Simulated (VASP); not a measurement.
# Al2Co (P6/mmm) in VASP: notebook

The runs below take Al2Co through single point, with PBE.

Everything below comes from runs of VASP 6.6.1. Logs are shortened: lines on timing, memory, paths and dates and some standing lists are left out, and cuts for length are marked.

**1. The cell of the first run**

The structure is hexagonal, space group P6/mmm (No. 191). Conventional cell: a = 2.646 Å, b = 2.646 Å, c = 7.801 Å, α = 90.00°, β = 90.00°, γ = 120.00°. Al (site symmetry 6mm) has 1 Co at 2.49 Å and 7 Al at 2.65 to 2.83 Å within 3.3 Å. Within 3.3 Å of Co (site symmetry 6/mmm) lie 2 Al at 2.49 Å and 6 Co at 2.65 Å.

**2. Single point, PBE, collinear spin, ferromagnetic start**

INCAR

```
SYSTEM = Al2Co
PREC = Accurate
ENCUT = 520
EDIFF = 1E-7
ISMEAR = 0
SIGMA = 0.1
LREAL = .False.
LASPH = .True.
NELM = 150
ALGO = Fast
ISIF = 2
LWAVE = .False.
LCHARG = .False.
ISPIN = 2
MAGMOM = 0 0 3
LORBIT = 11
LMAXMIX = 4
GGA = PE
NBANDS = 18
```

KPOINTS

```
regular mesh
0
Gamma
  6 6 4
  0 0 0
```

POSCAR

```
Al2Co
1.0
    2.6458105502      0.0000000000      0.0000000000
   -1.3229052751      2.2913391501      0.0000000000
    0.0000000000      0.0000000000      7.8006518507
Al Co
2 1
Direct
    0.0000000000      0.0000000000      0.1813431082
    0.0000000000      0.0000000000      0.8186568918
    0.0000000000      0.0000000000      0.5000000000
```

Potentials or basis: VASP PAW PBE potentials, release 64 (Al, Co).

Started as:

```bash
$ cat potpaw_PBE.64/Al/POTCAR potpaw_PBE.64/Co/POTCAR > POTCAR
$ mpirun -np 1 vasp_std > vasp.out
```

OUTCAR:

```text
SYSTEM = Al2Co
   PREC = Accurate
   ENCUT = 520
   EDIFF = 1E-7
   ISMEAR = 0
   LREAL = .False.
   LASPH = .True.
   NELM = 150
   ISIF = 2
   ISPIN = 2
   LORBIT = 11
   GGA = PE

 ion  position               nearest neighbor table
   1  0.000  0.000  0.181-   3 2.49   2 2.83
   2  0.000  0.000  0.819-   3 2.49   1 2.83
   3  0.000  0.000  0.500-   1 2.49   2 2.49

  LATTYP: Found a hexagonal cell.
 ALAT       =     2.6458105502
 C/A-ratio  =     2.9483032525

  Lattice vectors:

 A1 = (   2.6458105502,   0.0000000000,   0.0000000000)
 A2 = (  -1.3229052751,   2.2913391501,   0.0000000000)
 A3 = (   0.0000000000,   0.0000000000,   7.8006518507)

Analysis of symmetry for initial positions (statically):
=====================================================================
 Subroutine PRICEL returns:
 Original cell was already a primitive cell.

 Routine SETGRP: Setting up the symmetry group for a
 hexagonal supercell.

 Subroutine GETGRP returns: Found 24 space group operations
 (whereof 24 operations were pure point group operations)
 out of a pool of 24 trial point group operations.

The static configuration has the point symmetry D_6h.

Analysis of symmetry for dynamics (positions and initial velocities):
=====================================================================
 Subroutine PRICEL returns:
 Original cell was already a primitive cell.

 Routine SETGRP: Setting up the symmetry group for a
 hexagonal supercell.

 Subroutine GETGRP returns: Found 24 space group operations
 (whereof 24 operations were pure point group operations)
 out of a pool of 24 trial point group operations.

The dynamic configuration has the point symmetry D_6h.

Analysis of structural, dynamic, and magnetic symmetry:
=====================================================================
 Subroutine PRICEL returns:
 Original cell was already a primitive cell.

 Routine SETGRP: Setting up the symmetry group for a
 hexagonal supercell.

 Subroutine GETGRP returns: Found 24 space group operations
 (whereof 24 operations were pure point group operations)
 out of a pool of 24 trial point group operations.

The overall configuration has the point symmetry D_6h.

 Subroutine INISYM returns: Found 24 space group operations
 (whereof 24 operations are pure point group operations),
 and found     1 'primitive' translations

----------------------------------------------------------------------------------------

                                     Primitive cell

  volume of cell :      47.2911

  direct lattice vectors                    reciprocal lattice vectors
     2.645810550  0.000000000  0.000000000     0.377956010  0.218213004  0.000000000
    -1.322905275  2.291339150  0.000000000     0.000000000  0.436426009  0.000000000
     0.000000000  0.000000000  7.800651851     0.000000000  0.000000000  0.128194415

  length of vectors
     2.645810550  2.645810550  7.800651851     0.436426009  0.436426009  0.128194415

  position of ions in fractional coordinates (direct lattice)
     0.000000000  0.000000000  0.181343108
     0.000000000  0.000000000  0.818656892
     0.000000000  0.000000000  0.500000000

  ion indices of the primitive-cell ions
   primitive index   ion index
                 1           1
                 2           2
                 3           3

----------------------------------------------------------------------------------------

 KPOINTS: regular mesh

Automatic generation of k-mesh.
 Grid dimensions read from file:
 generate k-points for:    6    6    4

 Generating k-lattice:

  Cartesian coordinates                     Fractional coordinates (reciprocal lattice)
     0.062992668  0.036368834  0.000000000     0.166666667  0.000000000  0.000000000
     0.000000000  0.072737668  0.000000000     0.000000000  0.166666667  0.000000000
     0.000000000  0.000000000  0.032048604     0.000000000  0.000000000  0.250000000

  Length of vectors
     0.072737668  0.072737668  0.032048604

  Shift w.r.t. Gamma in fractional coordinates (k-lattice)
     0.000000000  0.000000000  0.000000000

 Subroutine IBZKPT returns following result:
 ===========================================

 Found     21 irreducible k-points:

 Following reciprocal coordinates:
            Coordinates               Weight
  0.000000  0.000000  0.000000      1.000000
  0.166667  0.000000  0.000000      6.000000
  0.333333  0.000000  0.000000      6.000000
  0.500000  0.000000  0.000000      3.000000
  0.166667  0.166667  0.000000      6.000000
  0.333333  0.166667  0.000000     12.000000
[... 13 lines left out ...]
  0.333333  0.166667  0.500000     12.000000
  0.333333  0.333333  0.500000      2.000000
   k-points           NKPTS =     21   k-points in BZ     NKDIM =     21   number of bands    NBANDS=     18
   number of dos      NEDOS =    301   number of ions     NIONS =      3
   total plane-waves  NPLWV =  24000
   dimension x,y,z NGX =    20 NGY =   20 NGZ =   60
[... 32 lines left out ...]
   IMIX   =      4    mixing-type and parameters
     AMIX     =   0.40;   BMIX     =  1.00
     AMIX_MAG =   1.60;   BMIX_MAG =  1.00
  volume/ion in A,a.u.               =      15.76       106.38
  Fermi-wavevector in a.u.,A,eV,Ry     =   1.116466  2.109815 16.959618  1.246497
  Thomas-Fermi vector in A             =   2.253080
   LORBIT       =     11    0 simple, 1 ext, 2 COOP (PROOUT), +10 PAW based schemes
   GGA     = PE    functional components
   LHFCALC =     F    Hartree Fock is set to
   AEXX    =    0.0000 exact exchange contribution
   IVDW    =     0    specifies the selected vdW correction
   LEPSILON=     F    determine dielectric tensor
   LRPA    =     F    only Hartree local field effects (RPA)
 spin polarized calculation
 RMM-DIIS sequential band-by-band and
 Gauss-broadening in eV      SIGMA  =   0.10
  energy-cutoff  :      520.00
  volume of cell :       47.29
 maximum number of plane-waves:      1320
 NGX is ok and might be reduce to    20
   NGX =  9   NGY =  9   NGZ = 29

 number of electron      15.0000011 magnetization       1.6378445

 Free energy of the ion-electron system (eV)
  ---------------------------------------------------
  ext. energy  EPLUGINS =         0.00000000
  ---------------------------------------------------
  free energy    TOTEN  =       -13.26096988 eV

  energy without entropy =      -13.25112662  energy(sigma->0) =      -13.25604825

 E-fermi :   7.4786     XC(G=0): -10.6455

 val. band max:        7.3924786866   @ k =   0.3333   0.1667   0.5000
 cond. band min:       7.5222683468   @ k =   0.1667   0.1667   0.5000
 fundamental gap:      0.1297896602
 Fermi energy:         7.4785902712

 spin component 1

 k-point     1 :       0.0000    0.0000    0.0000
  band No.  band energies     occupation
      1      -2.9357      1.00000
      2      -1.0925      1.00000
      3       1.1594      1.00000
      4       4.0757      1.00000
      5       5.4691      1.00000
      6       5.4691      1.00000
[... 10 lines left out ...]
     17      23.1333      0.00000
     18      23.1333      0.00000
[... 400 lines left out ...]
 k-point    21 :       0.3333    0.3333    0.5000
  band No.  band energies     occupation
      1       4.5413      1.00000
      2       4.5413      1.00000
      3       5.0045      1.00000
      4       5.0045      1.00000
      5       5.0453      1.00000
      6       6.3881      1.00000
[... 10 lines left out ...]
     17      15.2493      0.00000
     18      20.8788      0.00000
 Fermi energy:         7.4785902712

 spin component 2

 k-point     1 :       0.0000    0.0000    0.0000
  band No.  band energies     occupation
      1      -2.8185      1.00000
      2      -1.0440      1.00000
      3       1.2359      1.00000
      4       4.7319      1.00000
      5       6.8945      1.00000
      6       6.8945      1.00000
[... 10 lines left out ...]
     17      23.2959      0.00000
     18      23.2959      0.00000
[... 400 lines left out ...]
 k-point    21 :       0.3333    0.3333    0.5000
  band No.  band energies     occupation
      1       5.4725      1.00000
      2       5.4725      1.00000
      3       5.7748      1.00000
      4       5.8413      1.00000
      5       5.8413      1.00000
      6       7.1940      0.99997
[... 10 lines left out ...]
     17      15.5056      0.00000
     18      20.9518      0.00000

------------------------ aborting loop because EDIFF is reached ----------------------------------------

  FORCE on cell =-STRESS in cart. coord.  units (eV):
  Direction    XX          YY          ZZ          XY          YZ          ZX
  --------------------------------------------------------------------------------------
  -------------------------------------------------------------------------------------
  Total        0.0131372      0.0131372     -0.0827554      0.0000000      0.0000000      0.0000000
  in kB        0.4450749      0.4450749     -2.8036777      0.0000000      0.0000000      0.0000000
  external PRESSURE =      -0.6378427 kB  Pullay stress =       0.0000000 kB

 VOLUME and BASIS-vectors are now :
 -----------------------------------------------------------------------------
  energy-cutoff  :      520.00
  volume of cell :       47.29
      direct lattice vectors                 reciprocal lattice vectors
     2.645810550  0.000000000  0.000000000     0.377956010  0.218213004  0.000000000
    -1.322905275  2.291339150  0.000000000     0.000000000  0.436426009  0.000000000
     0.000000000  0.000000000  7.800651851     0.000000000  0.000000000  0.128194415

 POSITION                                       TOTAL-FORCE (eV/Angst)
 -----------------------------------------------------------------------------------
      0.00000      0.00000      1.41459         0.000000      0.000000      0.007027
      0.00000      0.00000      6.38606         0.000000     -0.000000     -0.007027
      0.00000      0.00000      3.90033        -0.000000      0.000000      0.000000
 -----------------------------------------------------------------------------------
    total drift:                                0.000000      0.000000      0.000000

  FREE ENERGIE OF THE ION-ELECTRON SYSTEM (eV)
  ---------------------------------------------------
  free  energy   TOTEN  =       -13.2609698844 eV

  energy  without entropy=      -13.2511266223  energy(sigma->0) =      -13.25604825

 total charge

# of ion       s       p       d       tot
------------------------------------------
    1        0.454   0.364   0.000   0.818
    2        0.454   0.364   0.000   0.818
    3        0.435   0.317   7.244   7.996
--------------------------------------------------
tot          1.344   1.045   7.244   9.633

 magnetization (x)

# of ion       s       p       d       tot
------------------------------------------
    1        0.014   0.015   0.000   0.030
    2        0.014   0.015   0.000   0.030
    3       -0.012  -0.026   1.547   1.510
--------------------------------------------------
tot          0.017   0.005   1.547   1.569
```

Run time: 46 s. Hardware: 1 thread of Intel Xeon Platinum 8488C (Sapphire Rapids), shared host; peak memory 0.19 GiB.

What came out:

| Quantity | Value |
| --- | --- |
| Free energy | -13.2610 eV |
| Pressure | -0.1 GPa |
| Largest force | 0.007 eV/Å |
| Net moment | 1.64 μB per cell |
| Site moments | Al +0.03; Co +1.51 μB |
| Valence electrons inside the program's atomic spheres | Al 0.82; Co 8.00 |

Forces in eV/Å, atoms in the order of the input:
```
Al   0.000  0.000  0.007
Al   0.000  0.000 -0.007
Co   0.000  0.000  0.000
```

Stress tensor (GPa, compression positive):
```
 0.04  0.00  0.00
 0.00  0.04  0.00
 0.00  0.00 -0.28
```

Levels at points of the mesh, in eV from the Fermi level:
Spin up:
| k point | band 4 | band 5 | band 6 | band 7 | band 8 | band 9 | band 10 | band 11 | band 12 | band 13 |
| --- | --- | --- | --- | --- | --- | --- | --- | --- | --- | --- |
| (0.00, 0.00, 0.00) | -3.40 | -2.01 | -2.01 | -1.54 | -1.54 | -0.41 | 1.15 | 11.11 | 11.80 | 14.46 |
| (0.50, 0.00, 0.00) | -3.12 | -1.81 | -1.65 | -1.31 | -1.20 | -0.64 | 0.81 | 2.36 | 5.85 | 6.47 |
| (0.00, 0.00, 0.50) | -4.19 | -2.44 | -2.01 | -2.01 | -1.54 | -1.54 | 4.93 | 6.14 | 14.45 | 14.45 |
| (0.50, 0.00, 0.50) | -2.83 | -2.72 | -2.49 | -1.81 | -0.64 | 0.26 | 1.89 | 2.17 | 4.19 | 4.77 |
Spin down:
| k point | band 5 | band 6 | band 7 | band 8 | band 9 | band 10 |
| --- | --- | --- | --- | --- | --- | --- |
| (0.00, 0.00, 0.00) | -0.58 | -0.58 | -0.40 | 0.38 | 0.38 | 1.61 |
| (0.50, 0.00, 0.00) | -1.16 | -0.96 | -0.38 | 0.06 | 0.79 | 0.96 |
| (0.00, 0.00, 0.50) | -1.72 | -0.58 | -0.58 | 0.38 | 0.38 | 5.09 |
| (0.50, 0.00, 0.50) | -1.95 | -1.31 | 0.06 | 0.93 | 0.96 | 2.03 |

Caveat: the k points lie up to 0.46 Å⁻¹ apart.

**3. Single point, PBE, collinear spin, ferromagnetic start**

This run uses another cell than the first one, of 17.14 Å³/atom, 1.087 times its volume.

INCAR

```
ALGO     = Normal         # electronic algorithm
EDIFF    = 1E-6           # SCF threshold, eV
ENCUT    = 520            # plane-wave cutoff, eV
GGA      = PE             # functional
ISIF     = 2              # what is computed and relaxed
ISMEAR   = 0              # smearing method
ISPIN    = 2              # spin polarisation
LASPH    = True           # aspherical terms in the spheres
LCHARG   = False          # write CHGCAR
LMAXMIX  = 4              # l up to which the mixer works
LORBIT   = 11             # projections on sites
LREAL    = False          # projectors in reciprocal space
LWAVE    = False          # write WAVECAR
MAGMOM   = 0 0 3          # initial moments
NBANDS   = 18             # bands
NELM     = 150            # most SCF steps
PREC     = Accurate       # precision mode
SIGMA    = 0.1            # smearing width, eV
```

KPOINTS

```
k-points
0
Gamma
  6 6 4
```

POSCAR

```
Al2Co
1.0
    2.9992592600      0.0000000000      0.0000000000
   -1.4996296300      2.5974347200      0.0000000000
    0.0000000000      0.0000000000      6.6004056300
Al Co
2 1
Direct
    0.0000000000      0.0000000000      0.1973471600
    0.0000000000      0.0000000000      0.8026528400
    0.0000000000      0.0000000000      0.5000000000
```

Potentials or basis: VASP PAW PBE potentials, release 64 (Al, Co).

Started as:

```bash
$ cat potpaw_PBE.64/Al/POTCAR potpaw_PBE.64/Co/POTCAR > POTCAR
$ mpirun -np 1 vasp_std > vasp.out
```

Wall time 50 s (1 thread of Intel Xeon Platinum 8488C (Sapphire Rapids), shared host); peak memory 0.2 GiB.

Results (log left out):

```
Free energy                                           : -11.6040 eV
Pressure                                              : 6.8 GPa
Largest force                                         : 3.519 eV/Å
Band gap on the k mesh                                : zero (filled and empty bands overlap)
Net moment                                            : 0.99 μB per cell
Site moments                                          : Al +0.01; Co +0.94 μB
Valence electrons inside the program's atomic spheres : Al 0.83; Co 8.33
```

Forces on the atoms (eV/Å):
```
Al   0.000  0.000 -3.519
Al   0.000  0.000  3.519
Co   0.000  0.000  0.000
```

Stress tensor (GPa, compression positive):
```
-12.55   0.00   0.00
  0.00 -12.55   0.00
  0.00   0.00  45.59
```

Levels at points of the mesh, in eV from the Fermi level:
Spin up:
```csv
k point,band 4,band 5,band 6,band 7,band 8,band 9,band 10,band 11,band 12,band 13
"(0.00, 0.00, 0.00)",-2.65,-1.57,-1.57,-1.26,-1.26,3.57,5.17,9.99,9.99,11.63
"(0.50, 0.00, 0.00)",-2.42,-1.93,-1.50,-1.18,-0.72,0.86,0.99,1.62,5.79,7.07
"(0.00, 0.00, 0.50)",-2.04,-1.57,-1.57,-1.26,-1.26,-0.50,9.42,10.60,10.60,11.23
"(0.50, 0.00, 0.50)",-2.44,-2.41,-1.50,-1.28,-0.72,0.50,2.05,4.04,5.15,6.05
```
Spin down:
| k point | band 3 | band 4 | band 5 | band 6 | band 7 | band 8 | band 9 | band 10 | band 11 | band 12 |
| --- | --- | --- | --- | --- | --- | --- | --- | --- | --- | --- |
| (0.00, 0.00, 0.00) | -4.95 | -2.02 | -0.61 | -0.61 | -0.36 | -0.36 | 3.62 | 5.32 | 10.05 | 10.05 |
| (0.50, 0.00, 0.00) | -3.11 | -1.56 | -1.50 | -1.19 | -0.88 | 0.60 | 1.04 | 1.24 | 2.23 | 5.85 |
| (0.00, 0.00, 0.50) | -2.28 | -2.07 | -0.61 | -0.61 | -0.36 | -0.36 | -0.23 | 9.49 | 10.69 | 10.69 |
| (0.50, 0.00, 0.50) | -3.77 | -2.44 | -1.51 | -0.88 | -0.84 | 0.60 | 1.25 | 2.03 | 4.16 | 5.39 |

Caveat: the k points lie up to 0.40 Å⁻¹ apart; forces of over 1 eV/Å act on the atoms, so gaps and moduli don't describe the material at rest.

**4. Single point, PBE, collinear spin, ferromagnetic start**

INCAR

```
SYSTEM = Al2Co
PREC = Accurate
ENCUT = 600
EDIFF = 1E-6
ISMEAR = 0
SIGMA = 0.1
LREAL = .False.
LASPH = .True.
NELM = 200
ALGO = Normal
ISIF = 2
LWAVE = .False.
LCHARG = .False.
ISPIN = 2
MAGMOM = 0 0 3
LORBIT = 11
LMAXMIX = 4
GGA = PE
NBANDS = 22
GGA_COMPAT = .False.
```

KPOINTS

```
regular mesh
0
Gamma
  6 6 4
  0 0 0
```

POSCAR

```
Al2Co
1.0
    2.6458105502      0.0000000000      0.0000000000
   -1.3229052751      2.2913391501      0.0000000000
    0.0000000000      0.0000000000      7.8006518507
Al Co
2 1
Direct
    0.0000000000      0.0000000000      0.1813431082
    0.0000000000      0.0000000000      0.8186568918
    0.0000000000      0.0000000000      0.5000000000
```

Potentials or basis: VASP PAW PBE potentials, release 64 (Al, Co_sv).

Started as:

```bash
$ cat potpaw_PBE.64/Al/POTCAR potpaw_PBE.64/Co_sv/POTCAR > POTCAR
$ mpirun -np 1 vasp_std > vasp.out
```

Wall time 28 s (1 thread of Intel Xeon 6975P-C (Granite Rapids), shared host); peak memory 0.23 GiB.

The run converged. Its results:

| Property | Result |
| --- | --- |
| Free energy | -13.3286 eV |
| Pressure | -0.7 GPa |
| Net moment | 1.64 μB per cell |
| Site moments | Al +0.03; Co +1.52 μB |
| Valence electrons inside the program's atomic spheres | Al 0.82; Co 15.00 |

Levels at points of the mesh, in eV from the Fermi level:
Spin up:
```tsv
k point	band 10	band 11	band 12	band 13	band 14	band 15
(0.00, 0.00, 0.00)	-2.03	-1.56	-1.56	-0.44	1.13	11.08
(0.50, 0.00, 0.00)	-1.66	-1.32	-1.21	-0.65	0.76	2.34
(0.00, 0.00, 0.50)	-2.03	-2.03	-1.56	-1.56	4.90	6.12
(0.50, 0.00, 0.50)	-2.51	-1.83	-0.65	0.25	1.87	2.11
```
Spin down:
| k point | band 9 | band 10 | band 11 | band 12 | band 13 | band 14 |
| --- | --- | --- | --- | --- | --- | --- |
| (0.00, 0.00, 0.00) | -0.60 | -0.60 | -0.44 | 0.39 | 0.39 | 1.60 |
| (0.50, 0.00, 0.00) | -1.17 | -0.97 | -0.38 | 0.06 | 0.73 | 0.97 |
| (0.00, 0.00, 0.50) | -1.73 | -0.60 | -0.60 | 0.39 | 0.39 | 5.06 |
| (0.50, 0.00, 0.50) | -1.97 | -1.32 | 0.06 | 0.93 | 0.97 | 2.01 |

Caveat: the k points lie up to 0.46 Å⁻¹ apart.

**5. Overview**

```tsv
potentials or basis	cell	cutoff (eV)	second run	gap on the mesh (eV)	pressure (GPa)	moment (μB)	largest force (eV/Å)
VASP PAW PBE potentials, release 64 (Al, Co)	a = 2.646, b = 2.646, c = 7.801 Å, angles 90.0, 90.0, 120.0°, 3 atoms	520	-	none	-0.1	1.64	0.01
VASP PAW PBE potentials, release 64 (Al, Co)	a = 2.999, b = 2.999, c = 6.600 Å, angles 90.0, 90.0, 120.0°, 3 atoms	520	-	none	6.8	0.99	3.52
VASP PAW PBE potentials, release 64 (Al, Co_sv)	a = 2.646, b = 2.646, c = 7.801 Å, angles 90.0, 90.0, 120.0°, 3 atoms	600	valence_matched	none	-0.7	1.64	-
```

Alike in all rows: task single point; level PBE; spin collinear, ferromagnetic start; k mesh 6 × 6 × 4; smearing gaussian 0.1 eV.

Caveats: all runs use coarse meshes; forces of over 1 eV/Å act on the atoms, so gaps and moduli don't describe the material at rest (some runs).

Absolute energies hang on the potentials; compare differences alone.
